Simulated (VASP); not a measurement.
# P (R-3m) in VASP: notebook, part 2 of 2

VASP 6.6.1. Earlier steps stand in the parts before.

### 3 Single point, PBEsol

INCAR reads:

```
PREC     = Accurate       # precision mode
ENCUT    = 520            # plane-wave cutoff, eV
EDIFF    = 1E-6           # SCF threshold, eV
ISMEAR   = -1             # smearing method
SIGMA    = 0.1            # smearing width, eV
LREAL    = F              # projectors in reciprocal space
LASPH    = T              # aspherical terms in the spheres
NELM     = 100            # most SCF steps
ALGO     = Normal         # electronic algorithm
ISIF     = 2              # what is computed and relaxed
LWAVE    = F              # write WAVECAR
LCHARG   = T              # write CHGCAR
GGA      = PS             # functional
LELF     = T              # ELF
LVHAR    = T            
NBANDS   = 12             # bands
```

KPOINTS reads:

```
regular mesh
0
Gamma
  12 12 12
```

POSCAR reads:

```
P
1.0
    1.7202163173      0.9931673538      2.9388949532
   -1.7202163173      0.9931673538      2.9388949532
    0.0000000000     -1.9863347077      2.9388949532
P
2
Direct
    0.2334452131      0.2334452131      0.2334452131
    0.7665547869      0.7665547869      0.7665547869
```

Potentials or basis: VASP PAW PBE potentials, release 64 (P).

Launch:

```bash
cat potpaw_PBE.64/P/POTCAR > POTCAR
mpirun -np 1 vasp_std > vasp.out
```

OUTCAR:

```text
PREC = Accurate
   ENCUT = 520
   EDIFF = 1E-6
   ISMEAR = -1
   LREAL = F
   LASPH = T
   NELM = 100
   ISIF = 2
   GGA = PS

 ion  position               nearest neighbor table
   1  0.233  0.233  0.233-   2 2.31   2 2.31   2 2.31   2 2.65   2 2.65   2 2.65
   2  0.767  0.767  0.767-   1 2.31   1 2.31   1 2.31   1 2.65   1 2.65   1 2.65

  LATTYP: Found a trigonal (rhomboedric) cell.
 ALAT       =     3.5472001800
 COS(alpha) =     0.5296461255

  Lattice vectors:

 A1 = (   1.7202163173,   0.9931673538,   2.9388949532)
 A2 = (  -1.7202163173,   0.9931673538,   2.9388949532)
 A3 = (   0.0000000000,  -1.9863347077,   2.9388949532)

Analysis of symmetry for initial positions (statically):
=====================================================================
 Subroutine PRICEL returns:
 Original cell was already a primitive cell.

 Routine SETGRP: Setting up the symmetry group for a
 trigonal (rhombohedral) supercell.

 Subroutine GETGRP returns: Found 12 space group operations
 (whereof 12 operations were pure point group operations)
 out of a pool of 12 trial point group operations.

The static configuration has the point symmetry D_3d.

[... 163 lines left out ...]
 fundamental gap:      0.1117372756
 Fermi energy:         9.5819548510

 k-point     1 :       0.0000    0.0000    0.0000
  band No.  band energies     occupation
      1      -7.1765      2.00000
      2       6.8532      2.00000
      3       6.9120      2.00000
      4       6.9120      2.00000
      5       7.1210      2.00000
      6      11.8297      0.00000
      7      12.9056      0.00000
      8      12.9056      0.00000
      9      15.0669      0.00000
     10      15.0669      0.00000
     11      16.1127      0.00000
     12      16.4423      0.00000
[... 331 lines left out ...]
 k-point    24 :      -0.4167    0.1667   -0.0000
  band No.  band energies     occupation
      1      -3.1974      2.00000
      2      -2.1641      2.00000
      3       3.9439      2.00000
      4       6.2257      2.00000
      5       7.1541      2.00000
      6      10.3869      0.00064
      7      11.9469      0.00000
      8      13.7017      0.00000
      9      17.7533      0.00000
     10      18.6414      0.00000
     11      19.0531      0.00000
     12      23.5573      0.00000

 [... further k-points ...]
[... 5 lines left out ...]
  --------------------------------------------------------------------------------------
  -------------------------------------------------------------------------------------
  Total        0.0000667      0.0000667      0.0191927      0.0000000     -0.0000000      0.0000000
  in kB        0.0035449      0.0035449      1.0207183      0.0000000     -0.0000000      0.0000000
  external PRESSURE =       0.3426027 kB  Pullay stress =       0.0000000 kB

 VOLUME and BASIS-vectors are now :
 -----------------------------------------------------------------------------
  energy-cutoff  :      520.00
  volume of cell :       30.13
      direct lattice vectors                 reciprocal lattice vectors
     1.720216317  0.993167354  2.938894953     0.290661119  0.167813275  0.113421316
    -1.720216317  0.993167354  2.938894953    -0.290661119  0.167813275  0.113421316
     0.000000000 -1.986334708  2.938894953     0.000000000 -0.335626551  0.113421316

 POSITION                                       TOTAL-FORCE (eV/Angst)
 -----------------------------------------------------------------------------------
      0.00000     -0.00000      2.05821         0.000000      0.000000     -0.032912
      0.00000     -0.00000      6.75847         0.000000     -0.000000      0.032912
 -----------------------------------------------------------------------------------
    total drift:                               -0.000000      0.000000     -0.000000

  FREE ENERGIE OF THE ION-ELECTRON SYSTEM (eV)
  ---------------------------------------------------
  free  energy   TOTEN  =       -11.5925694372 eV

  energy  without entropy=      -11.5804119316  energy(sigma->0) =      -11.58649068
```

stdout:

```text
POSCAR found type information on POSCAR P
 POSCAR found :  1 types and       2 ions
 scaLAPACK will be used
 -----------------------------------------------------------------------------
|                                                                             |
|                                                                             |
|     You enforced a specific xc type in the INCAR file but a different       |
|     I HOPE YOU KNOW WHAT YOU ARE DOING!                                     |
|                                                                             |
 -----------------------------------------------------------------------------

 LDA part: xc-table for (Slater+PW92), standard interpolation
 POSCAR, INCAR and KPOINTS ok, starting setup
 FFT: planning ... GRIDC
 FFT: planning ... GRID_SOFT
 FFT: planning ... GRID
 WAVECAR not read
 entering main loop
```

Run time: 22 s. Hardware: 1 thread of Intel Xeon 6975P-C (Granite Rapids), shared host; peak memory 0.18 GiB.

Results:

```
Free energy            : -11.5926 eV
Pressure               : 0.0 GPa
Largest force          : 0.033 eV/Å
Band gap on the k mesh : zero (bands 5 and 6 overlap by 1.16 eV)
```

Forces on the atoms (eV/Å):
```
P    0.000  0.000 -0.033
P    0.000  0.000  0.033
```

Stress tensor (GPa, compression positive):
```
0.00 0.00 0.00
0.00 0.00 0.00
0.00 0.00 0.10
```

Caveat: the PAW data sets were made with another functional, which shifts forces and pressure a little.

### 4 Relaxation of cell and atoms, PBEsol

This run uses another cell than the first one, of 16.14 Å³/atom.

INCAR reads:

```
  ALGO = Normal
  EDIFF = 1E-6
  EDIFFG = -0.002
  ENCUT = 600
  GGA = PS
  IBRION = 2
  ISIF = 3
  ISMEAR = -1
  LASPH = True
  LCHARG = False
  LREAL = False
  LWAVE = False
  NELM = 100
  NSW = 100
  PREC = Accurate
  SIGMA = 0.1
```

KPOINTS reads:

```
k-points
0
Gamma
  12 12 12
```

POSCAR reads:

```
P
1.0
    1.7257251780      0.9963478961      3.1296800121
   -1.7257251780      0.9963478961      3.1296800121
    0.0000000000     -1.9926957921      3.1296800121
P
2
Direct
    0.2270802500      0.2270802500      0.2270802500
    0.7729197500      0.7729197500      0.7729197500
```

Launch:

```bash
cat potpaw_PBE.64/P/POTCAR > POTCAR
mpirun -np 1 vasp_std > vasp.out
```

It took 2.6 min on 1 thread of Intel Xeon 6975P-C (Granite Rapids), shared host; peak memory 0.21 GiB.

Results (log left out):

```
Free energy                           : -11.5932 eV
Relaxed volume                        : 15.12 Å³/atom
Relaxed cell                          : a = 3.555 Å, b = 3.555 Å, c = 3.555 Å, α = 57.88°, β = 57.88°, γ = 57.88°
Space group after relaxing (to 0.1 Å) : R-3m (No. 166)
Energy gained by relaxing             : 16.4 meV/atom
Ionic steps                           : 16
Pressure after relaxing               : 0.0 GPa
Band gap on the k mesh                : zero (bands 5 and 6 overlap by 1.10 eV)
```

The path:
| step | energy change (eV) | largest force (eV/Å) | pressure (GPa) | volume (Å³) |
| --- | --- | --- | --- | --- |
| 1 | 0.0000 | 0.2888 | -1.77 | 32.29 |
| 2 | -0.0142 | 0.2401 | -0.42 | 31.46 |
| 3 | -0.0202 | 0.1917 | 1.42 | 30.54 |
| 4 | -0.0282 | 0.0327 | -0.06 | 30.53 |
| 5 | -0.0290 | 0.1216 | -0.67 | 30.52 |
| 6 | -0.0323 | 0.0623 | -0.18 | 30.25 |
| 7 | -0.0326 | 0.0409 | 0.03 | 30.15 |
| 8 | -0.0326 | 0.0393 | 0.01 | 30.14 |
| 9 | -0.0326 | 0.0360 | 0.07 | 30.13 |
| 10 | -0.0327 | 0.0193 | 0.05 | 30.17 |
| 11 | -0.0327 | 0.0041 | 0.03 | 30.22 |
| 12 | -0.0327 | 0.0031 | 0.02 | 30.22 |
| 13 | -0.0327 | 0.0022 | 0.02 | 30.22 |
| 14 | -0.0328 | 0.0015 | -0.01 | 30.23 |
| 15 | -0.0328 | 0.0015 | -0.01 | 30.23 |
| 16 | -0.0328 | 0.0003 | 0.00 | 30.23 |

Final structure:
```
P
1.0
     1.72036    0.99325    2.94870
    -1.72036    0.99325    2.94870
     0.00000   -1.98650    2.94870
P
2
Direct
  0.23295 0.23295 0.23295
  0.76705 0.76705 0.76705
```

Levels at points of the mesh, in eV from the Fermi level:
```tsv
k point	band 3	band 4	band 5	band 6	band 7	band 8
(0.00, 0.00, 0.00)	-2.70	-2.70	-2.53	2.16	3.27	3.27
(0.50, 0.00, 0.00)	-3.25	-2.77	-0.85	-0.05	0.33	0.79
(0.50, 0.50, 0.00)	-7.17	-5.54	-5.53	0.17	7.00	7.77
(0.50, 0.50, 0.50)	-2.54	-2.54	-0.57	-0.57	0.38	2.14
```

Caveat: the PAW data sets were made with another functional, which shifts forces and pressure a little.
